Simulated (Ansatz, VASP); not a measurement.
# One calculation of KI, two programs

```
K I
1.0
     4.24090    0.00000    0.00000
     0.00000    4.24090    0.00000
     0.00000    0.00000    4.24090
K I
1 1
Cartesian
  0.0000 0.0000 0.0000
  2.1205 2.1205 2.1205
```

Alike in both runs: task single point; functional r2SCAN; k mesh 6 × 6 × 6; occupations gaussian, width 0.02 eV; no spin polarisation.

|  | VASP | Ansatz |
| --- | --- | --- |
| version | VASP 6.6.1 | Ansatz 0.2.0 |
| potentials or method | VASP PAW PBE potentials, release 64 (K_sv, I), cutoff 520 eV | scalar-relativistic, plane waves, PAW |
| valence electrons in the cell | 16 | 26 |

|  | VASP | Ansatz | Ansatz less VASP |
| --- | --- | --- | --- |
| gap on the k mesh at the Fermi level (eV) | 4.15 | 4.15 | +0.002 |
| least direct gap on the mesh (eV) | 4.41 | 4.41 | +0.004 |
| pressure (GPa) | 0.6 | 0.6 | 0.00 |

VASP's potentials were made for PBE, not for r2SCAN. The functional is the same, so the differences come from potentials, cutoffs and numerics. VASP's potentials hold 16 valence electrons a cell and Ansatz's 26, so a difference there can come from the potentials and not from the codes.

Neither program's run includes spin-orbit coupling.
